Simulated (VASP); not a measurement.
# Zn (P6_3/mmc) in VASP: further runs, part 2 of 2

VASP 6.6.1.

**5. Single point, PBEsol (volume scaled by 1.04)**

INCAR reads:

```
PREC = Accurate ; ENCUT = 520
EDIFF = 1E-6 ; ISMEAR = -1
SIGMA = 0.05 ; LREAL = F
LASPH = T ; NELM = 60
ALGO = Normal ; ISIF = 2
LWAVE = F ; LCHARG = F
GGA = PS ; NBANDS = 19
```

KPOINTS reads:

```
Automatic mesh
0
Gamma
  11 11 6
```

POSCAR reads:

```
Zn
1.0
    2.7051356082      0.0000000000      0.0000000000
   -1.3525678041      2.3427161574      0.0000000000
    0.0000000000      0.0000000000      5.0313495994
Zn
2
Direct
    0.6666666667      0.3333333333      0.7500000000
    0.3333333333      0.6666666667      0.2500000000
```

Potentials or basis: VASP PAW PBE potentials, release 64 (Zn).

Run with:

```
$ cat potpaw_PBE.64/Zn/POTCAR > POTCAR
$ mpirun -np 1 vasp_std > vasp.out
```

OUTCAR:

```text
PREC = Accurate
   ENCUT = 520
   EDIFF = 1E-6
   ISMEAR = -1
   LREAL = F
   LASPH = T
   NELM = 60
   ISIF = 2
   GGA = PS

 ion  position               nearest neighbor table
   1  0.667  0.333  0.750-   2 2.96   2 2.96   2 2.96   2 2.96   2 2.96   2 2.96
   2  0.333  0.667  0.250-   1 2.96   1 2.96   1 2.96   1 2.96   1 2.96   1 2.96

  LATTYP: Found a hexagonal cell.
 ALAT       =     2.7051356082
 C/A-ratio  =     1.8599250936

  Lattice vectors:

 A1 = (   2.7051356082,   0.0000000000,   0.0000000000)
 A2 = (  -1.3525678041,   2.3427161574,   0.0000000000)
 A3 = (   0.0000000000,   0.0000000000,   5.0313495994)

Analysis of symmetry for initial positions (statically):
=====================================================================
 Subroutine PRICEL returns:
 Original cell was already a primitive cell.

 Routine SETGRP: Setting up the symmetry group for a
 hexagonal supercell.

 Subroutine GETGRP returns: Found 24 space group operations
 (whereof 12 operations were pure point group operations)
 out of a pool of 24 trial point group operations.

The static configuration has the point symmetry D_3d.
 The point group associated with its full space group is D_6h.

Analysis of symmetry for dynamics (positions and initial velocities):
=====================================================================
 Subroutine PRICEL returns:
 Original cell was already a primitive cell.

 Routine SETGRP: Setting up the symmetry group for a
 hexagonal supercell.

 Subroutine GETGRP returns: Found 24 space group operations
 (whereof 12 operations were pure point group operations)
 out of a pool of 24 trial point group operations.

The dynamic configuration has the point symmetry D_3d.
 The point group associated with its full space group is D_6h.

 Subroutine INISYM returns: Found 24 space group operations
 (whereof 12 operations are pure point group operations),
 and found     1 'primitive' translations

----------------------------------------------------------------------------------------

                                     Primitive cell

  volume of cell :      31.8855

  direct lattice vectors                    reciprocal lattice vectors
     2.705135608  0.000000000  0.000000000     0.369667235  0.213427478  0.000000000
    -1.352567804  2.342716157  0.000000000     0.000000000  0.426854955  0.000000000
     0.000000000  0.000000000  5.031349599     0.000000000  0.000000000  0.198753829

  length of vectors
     2.705135608  2.705135608  5.031349599     0.426854955  0.426854955  0.198753829

  position of ions in fractional coordinates (direct lattice)
     0.666666667  0.333333333  0.750000000
     0.333333333  0.666666667  0.250000000

  ion indices of the primitive-cell ions
   primitive index   ion index
                 1           1
                 2           2

----------------------------------------------------------------------------------------

 KPOINTS: Automatic mesh

Automatic generation of k-mesh.
 Grid dimensions read from file:
 generate k-points for:   11   11    6

 Generating k-lattice:

  Cartesian coordinates                     Fractional coordinates (reciprocal lattice)
     0.033606112  0.019402498  0.000000000     0.090909091  0.000000000  0.000000000
     0.000000000  0.038804996  0.000000000     0.000000000  0.090909091  0.000000000
     0.000000000  0.000000000  0.033125638     0.000000000  0.000000000  0.166666667

  Length of vectors
     0.038804996  0.038804996  0.033125638

  Shift w.r.t. Gamma in fractional coordinates (k-lattice)
     0.000000000  0.000000000  0.000000000

 Subroutine IBZKPT returns following result:
 ===========================================

 Found     64 irreducible k-points:

 Following reciprocal coordinates:
            Coordinates               Weight
  0.000000  0.000000  0.000000      1.000000
  0.090909  0.000000  0.000000      6.000000
  0.181818  0.000000  0.000000      6.000000
  0.272727  0.000000  0.000000      6.000000
  0.363636  0.000000  0.000000      6.000000
  0.454545  0.000000  0.000000      6.000000
[... 16 lines left out ...]
  0.090909  0.090909  0.166667     12.000000
  0.181818  0.090909  0.166667     24.000000
 [... further k-points ...]
   k-points           NKPTS =     64   k-points in BZ     NKDIM =     64   number of bands    NBANDS=     19
   number of dos      NEDOS =    301   number of ions     NIONS =      2
   total plane-waves  NPLWV =  16000
   dimension x,y,z NGX =    20 NGY =   20 NGZ =   40
   dimension x,y,z NGXF=    40 NGYF=   40 NGZF=   80
   ions per type =               2
   NGX,Y,Z   is equivalent  to a cutoff of  12.29, 12.29, 13.22 a.u.
   NGXF,Y,Z  is equivalent  to a cutoff of  24.58, 24.58, 26.43 a.u.
 SYSTEM =  unknown system
   PREC   = accura    normal or accurate (medium, high low for compatibility)
   ISTART =      0    job   : 0-new  1-cont  2-samecut
   ICHARG =      2    charge: 1-file 2-atom 10-const
   ISPIN  =      1    spin polarized calculation?
   LNONCOLLINEAR =      F non collinear calculations
   LSORBIT =      F    spin-orbit coupling
   LASPH  =      T    aspherical Exc in radial PAW
   ENCUT  =  520.0 eV  38.22 Ry    6.18 a.u.   5.03  5.03  9.35*2*pi/ulx,y,z
   NELM   =     60;   NELMIN=  2; NELMDL= -5     # of ELM steps
   EDIFF  = 0.1E-05   stopping-criterion for ELM
   LREAL  =      F    real-space projection
   EDIFFG = 0.1E-04   stopping-criterion for IOM
   NSW    =      0    number of steps for IOM
   IBRION =     -1    ionic relax: 0-MD 1-quasi-New 2-CG
   NFREE  =      0    steps in history (QN), initial steepest desc. (CG)
   ISIF   =      2    stress and relaxation
   ISYM   =      2    0-nonsym 1-usesym 2-fastsym
   POTIM  = 0.5000    time-step for ionic-motion
   TEBEG  =    0.0;   TEEND  =   0.0 temperature during run
   PSTRESS=    0.0 pullay stress
   NELECT =      24.0000    total number of electrons
   NUPDOWN=      -1.0000    fix difference up-down
   EMIN   =  10.00;   EMAX   =-10.00  energy-range for DOS
   EFERMI =   0.00;   METHOD = LEGACY
   ISMEAR =    -1;   SIGMA  =   0.05  broadening in eV -4-tet -1-fermi 0-gaus
   EFERMI_NEDOS =   21; number of points for ismear=-14 and -15
   IALGO  =     38    algorithm
   IMIX   =      4    mixing-type and parameters
     AMIX     =   0.40;   BMIX     =  1.00
     AMIX_MAG =   1.60;   BMIX_MAG =  1.00
  volume/ion in A,a.u.               =      15.94       107.59
  Fermi-wavevector in a.u.,A,eV,Ry     =   1.489181  2.814144 30.173100  2.217660
  Thomas-Fermi vector in A             =   2.602122
   LORBIT       =      0    0 simple, 1 ext, 2 COOP (PROOUT), +10 PAW based schemes
   GGA     = PS    functional components
   LHFCALC =     F    Hartree Fock is set to
   AEXX    =    0.0000 exact exchange contribution
   IVDW    =     0    specifies the selected vdW correction
   LEPSILON=     F    determine dielectric tensor
   LRPA    =     F    only Hartree local field effects (RPA)
 non-spin polarized calculation
  energy-cutoff  :      520.00
  volume of cell :       31.89
 maximum number of plane-waves:       876
 NGX is ok and might be reduce to    20
   NGX =  9   NGY =  9   NGZ = 19

 number of electron      23.9999992 magnetization

 Free energy of the ion-electron system (eV)
  ---------------------------------------------------
  ext. energy  EPLUGINS =         0.00000000
  ---------------------------------------------------
  free energy    TOTEN  =        -3.07014887 eV

  energy without entropy =       -3.06544370  energy(sigma->0) =       -3.06779629

 E-fermi :   2.4889     XC(G=0): -11.4548

 val. band max:        2.4402835099   @ k =   0.3636   0.2727   0.3333
 cond. band min:       2.5061260415   @ k =   0.3636   0.2727   0.3333
 fundamental gap:      0.0658425316
 Fermi energy:         2.4888565570

 k-point     1 :       0.0000    0.0000    0.0000
  band No.  band energies     occupation
      1      -7.4340      2.00000
      2      -5.7668      2.00000
      3      -5.1316      2.00000
      4      -4.9157      2.00000
      5      -4.9157      2.00000
      6      -4.8705      2.00000
[... 11 lines left out ...]
     18      21.0762      0.00000
     19      21.0762      0.00000

 k-point     2 :       0.0909    0.0000    0.0000
  band No.  band energies     occupation
      1      -7.1972      2.00000
      2      -5.6703      2.00000
      3      -5.1101      2.00000
      4      -4.9356      2.00000
      5      -4.8921      2.00000
      6      -4.8629      2.00000
[... 476 lines left out ...]
 k-point    24 :       0.1818    0.0909    0.1667
  band No.  band energies     occupation
      1      -5.8131      2.00000
      2      -5.3231      2.00000
      3      -5.0767      2.00000
      4      -5.0284      2.00000
      5      -4.9817      2.00000
      6      -4.8689      2.00000
[... 11 lines left out ...]
     18      16.7085      0.00000
     19      18.8618      0.00000

 [... further k-points ...]
[... 5 lines left out ...]
  --------------------------------------------------------------------------------------
  -------------------------------------------------------------------------------------
  Total       -1.5536096     -1.5536096     -1.3663610      0.0000000     -0.0000000     -0.0000000
  in kB      -78.0655215    -78.0655215    -68.6566828      0.0000000     -0.0000000     -0.0000000
  external PRESSURE =     -74.9292419 kB  Pullay stress =       0.0000000 kB

 VOLUME and BASIS-vectors are now :
 -----------------------------------------------------------------------------
  energy-cutoff  :      520.00
  volume of cell :       31.89
      direct lattice vectors                 reciprocal lattice vectors
     2.705135608  0.000000000  0.000000000     0.369667235  0.213427478  0.000000000
    -1.352567804  2.342716157  0.000000000     0.000000000  0.426854955  0.000000000
     0.000000000  0.000000000  5.031349599     0.000000000  0.000000000  0.198753829

 POSITION                                       TOTAL-FORCE (eV/Angst)
 -----------------------------------------------------------------------------------
      1.35257      0.78091      3.77351         0.000000     -0.000000      0.000000
     -0.00000      1.56181      1.25784        -0.000000      0.000000      0.000000
 -----------------------------------------------------------------------------------
    total drift:                               -0.000000      0.000000      0.000000

  FREE ENERGIE OF THE ION-ELECTRON SYSTEM (eV)
  ---------------------------------------------------
  free  energy   TOTEN  =        -3.0701488709 eV

  energy  without entropy=       -3.0654437050  energy(sigma->0) =       -3.06779629
```

OSZICAR:

```text
N       E                     dE             d eps       ncg     rms          rms(c)
DAV:   1     0.115011414367E+03    0.11501E+03   -0.12383E+04  2456   0.196E+03
DAV:   2     0.190094907726E+01   -0.11311E+03   -0.10950E+03  2450   0.298E+02
DAV:   3    -0.330211745943E+01   -0.52031E+01   -0.51825E+01  2761   0.707E+01
DAV:   4    -0.333239452115E+01   -0.30277E-01   -0.30270E-01  2667   0.552E+00
DAV:   5    -0.333243479871E+01   -0.40278E-04   -0.40278E-04  2709   0.184E-01    0.373E+00
DAV:   6    -0.308711356190E+01    0.24532E+00   -0.10189E+00  2687   0.209E+01    0.280E+00
DAV:   7    -0.307604020141E+01    0.11073E-01   -0.34685E-02  3107   0.313E+00    0.148E+00
DAV:   8    -0.307017229078E+01    0.58679E-02   -0.20825E-03  3282   0.638E-01    0.502E-02
DAV:   9    -0.307014434709E+01    0.27944E-04   -0.22628E-04  3278   0.197E-01    0.373E-02
DAV:  10    -0.307014906938E+01   -0.47223E-05   -0.18588E-05  2555   0.353E-02    0.309E-03
DAV:  11    -0.307014887091E+01    0.19847E-06   -0.64626E-07  1469   0.144E-02
   1 F= -.30701489E+01 E0= -.30677963E+01  d E =-.470517E-02
```

stdout:

```text
POSCAR found type information on POSCAR Zn
 POSCAR found :  1 types and       2 ions
 scaLAPACK will be used
 -----------------------------------------------------------------------------
|                                                                             |
|                                                                             |
|     You enforced a specific xc type in the INCAR file but a different       |
|     I HOPE YOU KNOW WHAT YOU ARE DOING!                                     |
|                                                                             |
 -----------------------------------------------------------------------------

 LDA part: xc-table for (Slater+PW92), standard interpolation
 POSCAR, INCAR and KPOINTS ok, starting setup
 FFT: planning ... GRIDC
 FFT: planning ... GRID_SOFT
 FFT: planning ... GRID
 WAVECAR not read
 entering main loop
```

It took 20 s on 1 thread of Intel Xeon Platinum 8259CL at 2.50GHz (Skylake/Cascade Lake), shared host; peak memory 0.16 GiB.

What came out:

```yaml
Free_energy: -3.0701 eV
Pressure: -7.5 GPa
Band_gap_on_the_k_mesh: zero (band 12 reaches 4.30 eV, above the bottom of band 13 at -0.47 eV)
```

Caveat: the cell differs from its parent crystal (volume scaled by 1.04); the PAW data sets were made with another functional, which shifts forces and pressure a little.

**6. Single point, LDA**

This run uses another cell than the first one, of 14.41 Å³/atom, 0.959 times its volume.

INCAR reads:

```
SYSTEM = Zn
PREC     = Accurate       ! precision mode
ENCUT    = 520            ! plane-wave cutoff, eV
EDIFF    = 1E-7           ! SCF threshold, eV
ISMEAR   = -1             ! smearing method
SIGMA    = 0.05           ! smearing width, eV
LREAL    = .FALSE.        ! projectors in reciprocal space
LASPH    = .TRUE.         ! aspherical terms in the spheres
NELM     = 100            ! most SCF steps
ALGO     = Normal         ! electronic algorithm
ISIF     = 2              ! what is computed and relaxed
LWAVE    = .FALSE.        ! write WAVECAR
LCHARG   = .TRUE.         ! write CHGCAR
GGA      = CA             ! functional
LELF     = .TRUE.         ! ELF
LVHAR    = .TRUE.       
NBANDS   = 19             ! bands
```

KPOINTS reads:

```
regular mesh
0
G
  11 11 6
  0 0 0
```

POSCAR reads:

```
Zn
1.0
    2.6154949103      0.0000000000      0.0000000000
   -1.3077474551      2.2650850358      0.0000000000
    0.0000000000      0.0000000000      4.8646246159
Zn
2
Direct
    0.6666666667      0.3333333333      0.7500000000
    0.3333333333      0.6666666667      0.2500000000
```

Potentials or basis: VASP PAW LDA potentials, release 64 (Zn).

Run with:

```
$ cat potpaw_LDA.64/Zn/POTCAR > POTCAR
$ mpirun -np 1 vasp_std > vasp.out
```

OUTCAR:

```text
SYSTEM = Zn
   PREC = Accurate
   ENCUT = 520
   EDIFF = 1E-7
   ISMEAR = -1
   LREAL = .FALSE.
   LASPH = .TRUE.
   NELM = 100
   ISIF = 2
   GGA = CA

 ion  position               nearest neighbor table
   1  0.667  0.333  0.750-   2 2.86   2 2.86   2 2.86   2 2.86   2 2.86   2 2.86
   2  0.333  0.667  0.250-   1 2.86   1 2.86   1 2.86   1 2.86   1 2.86   1 2.86

  LATTYP: Found a hexagonal cell.
 ALAT       =     2.6154949103
 C/A-ratio  =     1.8599250936

  Lattice vectors:
[... 191 lines left out ...]
      2      -5.6543      2.00000
      3      -4.8836      2.00000
      4      -4.6226      2.00000
      5      -4.6226      2.00000
      6      -4.5675      2.00000
[... 505 lines left out ...]
      6      -4.5744      2.00000
[... 11 lines left out ...]
     18      18.3625      0.00000
     19      20.5652      0.00000

 [... further k-points ...]
[... 5 lines left out ...]
  --------------------------------------------------------------------------------------
  -------------------------------------------------------------------------------------
  Total       -0.7731781     -0.7731781     -0.8800930     -0.0000000      0.0000000      0.0000000
  in kB      -42.9835628    -42.9835628    -48.9273213     -0.0000000      0.0000000      0.0000000
  external PRESSURE =     -44.9648156 kB  Pullay stress =       0.0000000 kB

 VOLUME and BASIS-vectors are now :
 -----------------------------------------------------------------------------
  energy-cutoff  :      520.00
  volume of cell :       28.82
      direct lattice vectors                 reciprocal lattice vectors
     2.615494910  0.000000000  0.000000000     0.382336817  0.220742264  0.000000000
    -1.307747455  2.265085036  0.000000000     0.000000000  0.441484529  0.000000000
     0.000000000  0.000000000  4.864624616     0.000000000  0.000000000  0.205565707

 POSITION                                       TOTAL-FORCE (eV/Angst)
 -----------------------------------------------------------------------------------
      1.30775      0.75503      3.64847        -0.000000      0.000000      0.000000
     -0.00000      1.51006      1.21616         0.000000     -0.000000      0.000000
 -----------------------------------------------------------------------------------
    total drift:                               -0.000000      0.000000     -0.000000

  FREE ENERGIE OF THE ION-ELECTRON SYSTEM (eV)
  ---------------------------------------------------
  free  energy   TOTEN  =        -3.7177374336 eV

  energy  without entropy=       -3.7131141013  energy(sigma->0) =       -3.71542577
```

It took 14 s on 1 thread of Intel Xeon Platinum 8488C (Sapphire Rapids), shared host; peak memory 0.14 GiB.

Results:

```yaml
Free_energy: -3.7177 eV
Pressure: -4.5 GPa
Band_gap_on_the_k_mesh: zero (band 12 reaches 5.02 eV, above the bottom of band 13 at 0.20 eV)
```

Stress tensor (GPa, compression positive):
```
-4.30  0.00  0.00
 0.00 -4.30  0.00
 0.00  0.00 -4.89
```

**7. The runs side by side**

```csv
level,potentials or basis,cell,gap on the mesh (eV),pressure (GPa)
PBEsol,"VASP PAW PBE potentials, release 64 (Zn)","a = 2.652, b = 2.652, c = 4.933 Å, angles 90.0, 90.0, 120.0°, 2 atoms",none,-3.9
LDA,"VASP PAW LDA potentials, release 64 (Zn)","a = 2.688, b = 2.688, c = 4.999 Å, angles 90.0, 90.0, 120.0°, 2 atoms",none,-9.6
LDA,"VASP PAW LDA potentials, release 64 (Zn)","a = 2.705, b = 2.705, c = 5.031 Å, angles 90.0, 90.0, 120.0°, 2 atoms",none,-10.6
PBEsol,"VASP PAW PBE potentials, release 64 (Zn)","a = 2.705, b = 2.705, c = 5.031 Å, angles 90.0, 90.0, 120.0°, 2 atoms",none,-7.5
LDA,"VASP PAW LDA potentials, release 64 (Zn)","a = 2.615, b = 2.615, c = 4.865 Å, angles 90.0, 90.0, 120.0°, 2 atoms",none,-4.5
```

Alike in all rows: task single point; no spin polarisation; k mesh 11 × 11 × 6; cutoff (eV) 520; smearing fermi-dirac 0.05 eV.

Caveats: the PAW data sets were made with another functional, which shifts forces and pressure a little (some runs).

Total energies depend on the potentials used, so only differences within one code and one set of settings carry meaning.
